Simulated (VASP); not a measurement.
**Li2GaC6: single point with PBE**

The system is Li2GaC6.

```
CELL_PARAMETERS angstrom
0.00000 3.77817 3.77817
3.77817 0.00000 3.77817
3.77817 3.77817 0.00000
ATOMIC_POSITIONS crystal
Li 0.75000 0.75000 0.75000
Li 0.50000 0.50000 0.50000
Ga 0.00000 0.00000 0.00000
C 0.27533 0.72467 0.72467
C 0.72467 0.27533 0.27533
C 0.72467 0.72467 0.27533
C 0.27533 0.27533 0.72467
C 0.27533 0.72467 0.27533
C 0.72467 0.27533 0.72467
```

```yaml
Program: VASP 6.6.1
Task: single point
Functional: PBE
Potentials_or_basis: VASP PAW PBE potentials, release 64 (Li_sv, Ga_d, C)
Cutoff: 520 eV
k_mesh: 4 × 4 × 4
Occupations: gaussian, width 0.1 eV
Spin: collinear spin, ferromagnetic start
Starting_moments: "[0.0, 0.0, 0.0, 1.0, 1.0, 1.0, 1.0, 1.0, 1.0] μB"
Dipole_correction: no
Further_INCAR_settings: ALGO = Normal; EDIFF = 1e-06; NBANDS = 36
```

The largest force is 0.059 eV/Å. The net moment is 0.00 μB per cell and the valence electrons inside the program's atomic spheres are Li 2.04, 2.53; Ga 11.90; C 2.11.

Forces in eV/Å, atoms in the order of the input:
```
Li   0.000  0.000  0.000
Li   0.000  0.000  0.000
Ga   0.000  0.000  0.000
C    0.059  0.000  0.000
C   -0.059  0.000  0.000
C    0.000  0.000  0.059
C    0.000  0.000 -0.059
C    0.000 -0.059  0.000
C    0.000  0.059  0.000
```

Levels at points of the mesh, in eV from the Fermi level:
Spin up:
```tsv
k point	band 18	band 19	band 20	band 21	band 22	band 23
(0.00, 0.00, 0.00)	-3.28	-3.28	-3.28	1.41	1.41	1.41
(0.50, 0.00, 0.00)	-1.54	-1.39	-1.39	-0.31	-0.31	-0.17
(0.50, 0.50, 0.00)	-2.51	-1.12	-1.12	-0.20	0.08	0.24
```
Spin down:
```
           k point  band 18  band 19  band 20  band 21  band 22  band 23
(0.00, 0.00, 0.00)    -3.28    -3.28    -3.28     1.41     1.41     1.41
(0.50, 0.00, 0.00)    -1.54    -1.39    -1.39    -0.31    -0.31    -0.17
(0.50, 0.50, 0.00)    -2.51    -1.13    -1.12    -0.20     0.08     0.24
```

Run time: 56 s on 1 thread of AMD EPYC 9R45 96-Core Processor (Zen 5), on a shared host, peak memory 0.27 GiB.

Caveat: the k points lie up to 0.36 Å⁻¹ apart.
